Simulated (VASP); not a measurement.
# MgZn15O16 (P1) in VASP: notebook

MgZn15O16 is run at these levels: PBEsol; tasks: single point.

All numbers are computed with VASP 6.6.1; they aren't measurements. Logs are shortened: lines on timing, memory, paths and dates and some standing lists are left out, and cuts for length are marked.

### Step 1. The cell of the first run

The typed cell holds 64 atoms: a = 8.525 Å, b = 8.525 Å, c = 8.525 Å, α = 90.00°, β = 90.00°, γ = 90.00°.

### Step 2. Single point, PBEsol

File INCAR:

```
PREC     = Accurate       # precision mode
ENCUT    = 700            # plane-wave cutoff, eV
EDIFF    = 1E-6           # SCF threshold, eV
ISMEAR   = -1             # smearing method
SIGMA    = 0.05           # smearing width, eV
LREAL    = Auto         
LASPH    = T              # aspherical terms in the spheres
NELM     = 120            # most SCF steps
ALGO     = Normal         # electronic algorithm
ISIF     = 2              # what is computed and relaxed
LWAVE    = F              # write WAVECAR
LCHARG   = F              # write CHGCAR
GGA      = PS             # functional
NBANDS   = 316            # bands
ISYM     = -1           
GGA_COMPAT= F
```

File KPOINTS:

```
explicit points
1
Reciprocal
  0.25000000   0.25000000   0.25000000 1
```

File POSCAR:

```
MgZn15O16
1.0
    8.5245253443      0.0000000000      0.0000000000
    0.0000000000      8.5245253443      0.0000000000
    0.0000000000      0.0000000000      8.5245253443
O Zn Mg
32 30 2
Direct
    0.2497740000      0.0002090000      0.9999720000
    0.2496750000      0.0004280000      0.4998280000
    0.2501740000      0.4999230000      0.9984270000
    0.2502830000      0.5000730000      0.5015610000
    0.7495850000      0.0006590000      0.0001120000
    0.7496620000      0.0006200000      0.4997560000
    0.7494380000      0.5002950000      0.9999010000
    0.7497160000      0.5003920000      0.5001390000
    0.9996330000      0.2504080000      0.9999260000
    0.9995960000      0.2506120000      0.5001120000
    0.9993560000      0.7504590000      0.9985640000
    0.9995760000      0.7507570000      0.5014150000
    0.4998620000      0.2498690000      0.0000290000
    0.4999810000      0.2501650000      0.4998000000
    0.4998170000      0.7506530000      0.0000460000
    0.4997850000      0.7505270000      0.4998060000
    0.9995330000      0.0005150000      0.2499300000
    0.9997370000      0.9988550000      0.7498940000
    0.0000480000      0.5004820000      0.2500030000
    0.0020430000      0.5028690000      0.7502310000
    0.4999300000      0.0003320000      0.2501450000
    0.4993810000      0.9999770000      0.7496540000
    0.4995980000      0.5002930000      0.2498960000
    0.4981380000      0.5003040000      0.7498500000
    0.2497040000      0.2501870000      0.2499740000
    0.2498790000      0.2518900000      0.7501020000
    0.2496240000      0.7502310000      0.2498850000
    0.2472820000      0.7478150000      0.7497720000
    0.7498470000      0.2507240000      0.2499420000
    0.7498130000      0.2505740000      0.7499530000
    0.7497280000      0.7500970000      0.2500790000
    0.7512230000      0.7507020000      0.7500260000
    0.9996680000      0.0005270000      0.0000940000
    0.9997560000      0.0006290000      0.4997340000
    0.9997210000      0.5004760000      0.9999970000
    0.9998210000      0.5005770000      0.4999220000
    0.4996750000      0.0003950000      0.0000310000
    0.4996830000      0.0004650000      0.4998680000
    0.4999030000      0.5002150000      0.0001270000
    0.5000830000      0.5004080000      0.4997820000
    0.2497730000      0.2502360000      0.0000870000
    0.2498970000      0.2501670000      0.4997650000
    0.2496710000      0.7501440000      0.9998380000
    0.2497890000      0.7501880000      0.4999910000
    0.7497630000      0.2505190000      0.0001180000
    0.7496700000      0.2503780000      0.4998420000
    0.7495060000      0.7505920000      0.0000890000
    0.7494880000      0.7506190000      0.4998010000
    0.2497920000      0.0001720000      0.2499160000
    0.2497490000      0.0003090000      0.7499660000
    0.2498600000      0.5002560000      0.2500140000
    0.7495980000      0.0004600000      0.2499100000
    0.7494600000      0.0006940000      0.7499630000
    0.7497820000      0.5005140000      0.2500010000
    0.7498280000      0.5004540000      0.7500470000
    0.9997730000      0.2504700000      0.2500560000
    0.9996410000      0.2504500000      0.7499050000
    0.9997370000      0.7504670000      0.2500710000
    0.4997180000      0.2503360000      0.2498790000
    0.4998500000      0.2502520000      0.7499140000
    0.4996620000      0.7503350000      0.2499110000
    0.4996510000      0.7503370000      0.7499700000
    0.2502080000      0.4997780000      0.7499910000
    0.9992310000      0.7509360000      0.7499210000
```

Potentials or basis: VASP PAW PBE potentials, release 64 (O, Zn, Mg).

Command:

```sh
> cat potpaw_PBE.64/O/POTCAR potpaw_PBE.64/Zn/POTCAR potpaw_PBE.64/Mg/POTCAR > POTCAR
> mpirun -np 1 vasp_std > vasp.out
```

OUTCAR:

```text
PREC = Accurate
   ENCUT = 700
   EDIFF = 1E-6
   ISMEAR = -1
   LREAL = Auto
   LASPH = T
   NELM = 120
   ISIF = 2
   GGA = PS
   ISYM = -1

 ion  position               nearest neighbor table
   1  0.250  0.000  1.000-  37 2.13  49 2.13  50 2.13  41 2.13  43 2.13  33 2.13
   2  0.250  0.000  0.500-  42 2.13  49 2.13  34 2.13  38 2.13  50 2.13  44 2.13
   3  0.250  0.500  0.998-  63 2.12  41 2.13  39 2.13  43 2.13  35 2.14  51 2.14
   4  0.250  0.500  0.502-  63 2.12  40 2.13  42 2.13  44 2.13  36 2.14  51 2.14
   5  0.750  0.001  0.000-  52 2.13  45 2.13  37 2.13  47 2.13  33 2.13  53 2.13
   6  0.750  0.001  0.500-  46 2.13  52 2.13  38 2.13  48 2.13  34 2.13  53 2.13
[... 67 lines left out ...]
                            46 3.01  37 3.01  38 3.01  57 3.01  45 3.01  62 3.01  47 3.02  48 3.02
  54  0.750  0.501  0.250-  31 2.13  29 2.13   7 2.13   8 2.13  23 2.13  19 2.13  40 3.01  39 3.01
                            45 3.01  48 3.01  58 3.01  61 3.01  35 3.01  36 3.01  46 3.01  47 3.01
  55  0.750  0.500  0.750-   7 2.13  30 2.13   8 2.13  32 2.13  24 2.15  20 2.15  57 3.01  35 3.01
                            64 3.01  39 3.01  45 3.01  40 3.01  62 3.01  36 3.01  60 3.01  47 3.01
  56  1.000  0.250  0.250-  29 2.13  25 2.13  17 2.13  19 2.13  10 2.13   9 2.13  34 3.01  42 3.01
                            51 3.01  46 3.01  33 3.01  45 3.01  41 3.01  36 3.01  54 3.01  35 3.01
  57  1.000  0.250  0.750-  10 2.13  30 2.13   9 2.13  26 2.13  18 2.14  20 2.15  55 3.01  63 3.01
                            53 3.01  34 3.01  46 3.01  45 3.01  36 3.01  33 3.01  35 3.01  50 3.02
  58  1.000  0.750  0.250-  27 2.13  19 2.13  31 2.13  17 2.13  12 2.14  11 2.14  36 3.01  49 3.01
                            34 3.01  54 3.01  44 3.01  48 3.01  33 3.01  35 3.01  52 3.01  43 3.01
  59  0.500  0.250  0.250-  13 2.13  14 2.13  23 2.13  21 2.13  25 2.13  29 2.13  39 3.01  42 3.01
                            41 3.01  52 3.01  51 3.01  37 3.01  45 3.01  38 3.01  46 3.01  40 3.01
  60  0.500  0.250  0.750-  30 2.13  26 2.13  24 2.13  14 2.13  13 2.13  22 2.13  53 3.01  63 3.01
                            38 3.01  46 3.01  37 3.01  50 3.01  42 3.01  45 3.01  39 3.01  55 3.01
  61  0.500  0.750  0.250-  15 2.13  16 2.13  21 2.13  27 2.13  23 2.13  31 2.13  47 3.01  49 3.01
                            48 3.01  40 3.01  51 3.01  39 3.01  37 3.01  54 3.01  44 3.01  52 3.01
  62  0.500  0.750  0.750-  22 2.13  24 2.13  15 2.13  16 2.13  32 2.14  28 2.15  44 3.01  43 3.01
                            50 3.01  47 3.01  63 3.01  48 3.01  55 3.01  40 3.01  37 3.01  53 3.01
  63  0.250  0.500  0.750-  26 2.11  24 2.11  28 2.11  20 2.12   4 2.12   3 2.12  60 3.01  41 3.01
                            39 3.01  42 3.01  57 3.01  62 3.01  40 3.01  43 3.02  44 3.02  36 3.02
  64  0.999  0.751  0.750-  18 2.11  32 2.11  28 2.11  20 2.11  12 2.12  11 2.12  53 3.01  33 3.01
                            48 3.01  34 3.01  55 3.01  50 3.01  47 3.01  43 3.02  36 3.02  44 3.02

IMPORTANT INFORMATION: All symmetrisations will be switched off!
NOSYMM: (Re-)initialisation of all symmetry stuff for point group C_1.

----------------------------------------------------------------------------------------

                                     Primitive cell

  volume of cell :     619.4562

  direct lattice vectors                    reciprocal lattice vectors
     8.524525344  0.000000000  0.000000000     0.117308584  0.000000000  0.000000000
     0.000000000  8.524525344  0.000000000     0.000000000  0.117308584  0.000000000
     0.000000000  0.000000000  8.524525344     0.000000000  0.000000000  0.117308584

  length of vectors
     8.524525344  8.524525344  8.524525344     0.117308584  0.117308584  0.117308584

  position of ions in fractional coordinates (direct lattice)
     0.249774000  0.000209000  0.999972000
     0.249675000  0.000428000  0.499828000
     0.250174000  0.499923000  0.998427000
     0.250283000  0.500073000  0.501561000
     0.749585000  0.000659000  0.000112000
     0.749662000  0.000620000  0.499756000
[... 56 lines left out ...]
     0.250208000  0.499778000  0.749991000
     0.999231000  0.750936000  0.749921000

  ion indices of the primitive-cell ions
   primitive index   ion index
                 1           1
                 2           2
                 3           3
                 4           4
                 5           5
                 6           6
[... 56 lines left out ...]
                63          63
                64          64

----------------------------------------------------------------------------------------

 KPOINTS: explicit points

Read explicit list of k-points.

 Found      1 k-points:

 Following reciprocal coordinates:
            Coordinates               Weight
  0.250000  0.250000  0.250000      1.000000
   k-points           NKPTS =      1   k-points in BZ     NKDIM =      1   number of bands    NBANDS=    316
   number of dos      NEDOS =    301   number of ions     NIONS =     64
   total plane-waves  NPLWV = 512000
   dimension x,y,z NGX =    80 NGY =   80 NGZ =   80
   dimension x,y,z NGXF=   160 NGYF=  160 NGZF=  160
   ions per type =              32  30   2
   NGX,Y,Z   is equivalent  to a cutoff of  15.60, 15.60, 15.60 a.u.
   NGXF,Y,Z  is equivalent  to a cutoff of  31.20, 31.20, 31.20 a.u.
 SYSTEM =  unknown system
   PREC   = accura    normal or accurate (medium, high low for compatibility)
   ISTART =      0    job   : 0-new  1-cont  2-samecut
   ICHARG =      2    charge: 1-file 2-atom 10-const
   ISPIN  =      1    spin polarized calculation?
   LNONCOLLINEAR =      F non collinear calculations
   LSORBIT =      F    spin-orbit coupling
   LASPH  =      T    aspherical Exc in radial PAW
   ENCUT  =  700.0 eV  51.45 Ry    7.17 a.u.  18.39 18.39 18.39*2*pi/ulx,y,z
   NELM   =    120;   NELMIN=  2; NELMDL= -5     # of ELM steps
   EDIFF  = 0.1E-05   stopping-criterion for ELM
   LREAL  =      T    real-space projection
   EDIFFG = 0.1E-04   stopping-criterion for IOM
   NSW    =      0    number of steps for IOM
   IBRION =     -1    ionic relax: 0-MD 1-quasi-New 2-CG
   NFREE  =      0    steps in history (QN), initial steepest desc. (CG)
   ISIF   =      2    stress and relaxation
   ISYM   =     -1    0-nonsym 1-usesym 2-fastsym
   POTIM  = 0.5000    time-step for ionic-motion
   TEBEG  =    0.0;   TEEND  =   0.0 temperature during run
   PSTRESS=    0.0 pullay stress
   NELECT =     556.0000    total number of electrons
   NUPDOWN=      -1.0000    fix difference up-down
   EMIN   =  10.00;   EMAX   =-10.00  energy-range for DOS
   EFERMI =   0.00;   METHOD = LEGACY
   ISMEAR =    -1;   SIGMA  =   0.05  broadening in eV -4-tet -1-fermi 0-gaus
   EFERMI_NEDOS =   21; number of points for ismear=-14 and -15
   IALGO  =     38    algorithm
   IMIX   =      4    mixing-type and parameters
     AMIX     =   0.40;   BMIX     =  1.00
     AMIX_MAG =   1.60;   BMIX_MAG =  1.00
  volume/ion in A,a.u.               =       9.68        65.32
  Fermi-wavevector in a.u.,A,eV,Ry     =   1.579172  2.984203 33.930013  2.493786
  Thomas-Fermi vector in A             =   2.679592
   LORBIT       =      0    0 simple, 1 ext, 2 COOP (PROOUT), +10 PAW based schemes
   GGA     = PS    functional components
   LHFCALC =     F    Hartree Fock is set to
   AEXX    =    0.0000 exact exchange contribution
   IVDW    =     0    specifies the selected vdW correction
   LEPSILON=     F    determine dielectric tensor
   LRPA    =     F    only Hartree local field effects (RPA)
 non-spin polarized calculation
  energy-cutoff  :      700.00
  volume of cell :      619.46
 maximum number of plane-waves:     25992
 NGX is ok and might be reduce to    80
   NGX = 37   NGY = 37   NGZ = 37

 number of electron     555.9999860 magnetization

 Free energy of the ion-electron system (eV)
  ---------------------------------------------------
  ext. energy  EPLUGINS =         0.00000000
  ---------------------------------------------------
  free energy    TOTEN  =      -309.80443494 eV

  energy without entropy =     -309.80443494  energy(sigma->0) =     -309.80443494

 E-fermi :   3.8780     XC(G=0): -12.5215

 val. band max:        2.6374391182   @ k =   0.2500   0.2500   0.2500
 cond. band min:       5.0325978270   @ k =   0.2500   0.2500   0.2500
 fundamental gap:      2.3951587088
 Fermi energy:         3.8780308482

 k-point     1 :       0.2500    0.2500    0.2500
  band No.  band energies     occupation
      1     -15.6809      2.00000
      2     -15.2820      2.00000
      3     -15.2675      2.00000
      4     -15.2512      2.00000
      5     -14.9401      2.00000
      6     -14.9249      2.00000
[... 282 lines left out ...]
    289       8.0080      0.00000
    290       8.3091      0.00000
 [bands above 290 left out]

------------------------ aborting loop because EDIFF is reached ----------------------------------------

  FORCE on cell =-STRESS in cart. coord.  units (eV):
  Direction    XX          YY          ZZ          XY          YZ          ZX
  --------------------------------------------------------------------------------------
  -------------------------------------------------------------------------------------
  Total        3.6292733      3.6130215      3.5643779     -1.0622996     -0.9659521     -0.9696018
  in kB        9.3868449      9.3448108      9.2189977     -2.7475587     -2.4983630     -2.5078028
  external PRESSURE =       9.3168845 kB  Pullay stress =       0.0000000 kB

 VOLUME and BASIS-vectors are now :
 -----------------------------------------------------------------------------
  energy-cutoff  :      700.00
  volume of cell :      619.46
      direct lattice vectors                 reciprocal lattice vectors
     8.524525344  0.000000000  0.000000000     0.117308584  0.000000000  0.000000000
     0.000000000  8.524525344  0.000000000     0.000000000  0.117308584  0.000000000
     0.000000000  0.000000000  8.524525344     0.000000000  0.000000000  0.117308584

 POSITION                                       TOTAL-FORCE (eV/Angst)
 -----------------------------------------------------------------------------------
      2.12920      0.00178      8.52429         0.001480     -0.001592     -0.000422
      2.12836      0.00365      4.26080         0.006652     -0.000173      0.004586
      2.13261      4.26161      8.51112        -0.009403     -0.001037     -0.051260
      2.13354      4.26288      4.27557        -0.003674      0.002421      0.049403
      6.38986      0.00562      0.00095         0.000993     -0.005887     -0.002570
      6.39051      0.00529      4.26018         0.003243     -0.004046      0.004899
[... 56 lines left out ...]
      2.13290      4.26037      6.39332         0.008100     -0.007540     -0.002946
      8.51797      6.40137      6.39272        -0.006719      0.003217      0.001952
 -----------------------------------------------------------------------------------
    total drift:                               -0.127305      0.190152     -0.026141

  FREE ENERGIE OF THE ION-ELECTRON SYSTEM (eV)
  ---------------------------------------------------
  free  energy   TOTEN  =      -309.8044349418 eV

  energy  without entropy=     -309.8044349415  energy(sigma->0) =     -309.80443494
```

Wall time 20 min (1 thread of Intel Xeon Platinum 8259CL at 2.50GHz (Skylake/Cascade Lake), shared host); peak memory 1.1 GiB.

Results:

- Free energy: -309.8044 eV
- Pressure: 0.9 GPa
- Largest force: 0.057 eV/Å
- Band gap on the k mesh: 2.40 eV

Forces in eV/Å, atoms in the order of the input:
```
O    0.001 -0.002  0.000
O    0.007  0.000  0.005
O   -0.009 -0.001 -0.051
O   -0.004  0.002  0.049
O    0.001 -0.006 -0.003
O    0.003 -0.004  0.005
O    0.005 -0.002  0.000
O    0.005 -0.002 -0.001
O    0.002 -0.006 -0.003
O    0.008 -0.007  0.000
O   -0.005 -0.001 -0.057
O    0.005 -0.002  0.056
O    0.005  0.004  0.000
O   -0.001 -0.001  0.002
O   -0.004 -0.010 -0.006
O    0.003 -0.004  0.006
O    0.007 -0.007 -0.004
O   -0.005 -0.051 -0.002
O   -0.003 -0.005  0.002
O    0.044  0.033  0.005
O   -0.007 -0.003 -0.009
O    0.004  0.003  0.011
O    0.009 -0.004 -0.002
O   -0.045 -0.002  0.003
O    0.004 -0.003  0.001
O    0.001  0.047 -0.001
O    0.004  0.000 -0.003
O   -0.035 -0.034 -0.005
O    0.000 -0.007  0.002
O    0.004 -0.005  0.004
O    0.002  0.007 -0.005
O    0.054 -0.003  0.004
Zn  -0.004  0.004  0.002
Zn  -0.006  0.001  0.002
Zn   0.003  0.005  0.000
Zn   0.002  0.004  0.006
Zn  -0.001  0.002  0.001
Zn  -0.001 -0.001 -0.006
Zn  -0.003  0.004 -0.001
Zn  -0.004 -0.001 -0.001
Zn  -0.006 -0.002  0.004
Zn  -0.004  0.006  0.000
Zn  -0.009  0.001 -0.001
Zn  -0.008  0.004  0.000
Zn  -0.001 -0.001  0.002
Zn   0.000  0.007 -0.005
Zn   0.003 -0.001  0.003
Zn   0.005  0.001  0.004
Zn  -0.005  0.003 -0.002
Zn  -0.010 -0.001 -0.004
Zn  -0.004  0.003  0.000
Zn   0.002  0.005  0.002
Zn   0.004 -0.002 -0.002
Zn   0.002 -0.002  0.001
Zn   0.001  0.009 -0.003
Zn  -0.005  0.005 -0.003
Zn   0.003  0.009  0.003
Zn  -0.005  0.006 -0.003
Zn   0.002  0.001  0.002
Zn  -0.001  0.002 -0.001
Zn  -0.004  0.006  0.000
Zn  -0.008 -0.001 -0.003
Mg   0.008 -0.008 -0.003
Mg  -0.007  0.003  0.002
```

Caveat: the PAW data sets were made with another functional, which shifts forces and pressure a little; a shifted mesh leaves out Γ, where band edges can lie. A k mesh can miss the band edges.

(Part 1 of 2 ends here.)
